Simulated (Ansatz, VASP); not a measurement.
**C in VASP and in Ansatz**

The input INCAR:

```
SYSTEM = C
PREC = Accurate ; ENCUT = 600
EDIFF = 1E-6 ; ISMEAR = -1
SIGMA = 0.05 ; LREAL = .False.
LASPH = .True. ; NELM = 80
ALGO = Normal ; ISIF = 3
LWAVE = .False. ; LCHARG = .False.
GGA = PS ; IBRION = 2
NSW = 80 ; EDIFFG = -0.02
```

File KPOINTS:

```
Automatic mesh
0
Gamma
  13 13 13
  0 0 0
```

POSCAR

```
C
1.0
    0.0000000000      1.7833700000      1.7833700000
    1.7833700000      0.0000000000      1.7833700000
    1.7833700000      1.7833700000      0.0000000000
C
2
Direct
    0.7500000000      0.7500000000      0.7500000000
    0.5000000000      0.5000000000      0.5000000000
```

File input.yaml:

```yaml
crystal:
  lattice:
    - [0.0, 1.78337, 1.78337]
    - [1.78337, 0.0, 1.78337]
    - [1.78337, 1.78337, 0.0]
  atoms:
    - { symbol: C, position: [0.75, 0.75, 0.75] }
    - { symbol: C, position: [0.5, 0.5, 0.5] }
kpoints:
  mp_grid: { grid: [13, 13, 13] }
scf:
  occupations: { method: fermi_dirac, width: 0.05 }
hamiltonian:
  xc: pbesol
  pseudopotentials: { kind: all_electron, lapw: { basis_error: 0.001 } }
output:
  forces: true
  stress: true
relax:
  f_tol: 0.02
  max_steps: 60
  cell: {}
```

Alike in both runs: task relaxation of cell and atoms; functional PBEsol; k mesh 13 × 13 × 13; occupations fermi-dirac, width 0.05 eV; no spin polarisation.

|  | VASP | Ansatz |
| --- | --- | --- |
| version | VASP 6.6.1 | Ansatz 0.2.0 |
| potentials or method | VASP PAW PBE potentials, release 64 (C), cutoff 600 eV | all-electron LAPW, scalar-relativistic |

VASP gave:

```
relaxed volume (Å³/atom)                                     : 5.62
relaxed cell length with the largest relative difference (Å) : 2.514
```

Q: What did Ansatz give for the same quantities?

A: Relaxed volume (Å³/atom): 5.61; relaxed cell length with the largest relative difference (Å): 2.513.

VASP's potentials were made for PBE, not for PBEsol. Ansatz ran all-electron here, and VASP with PAW potentials.
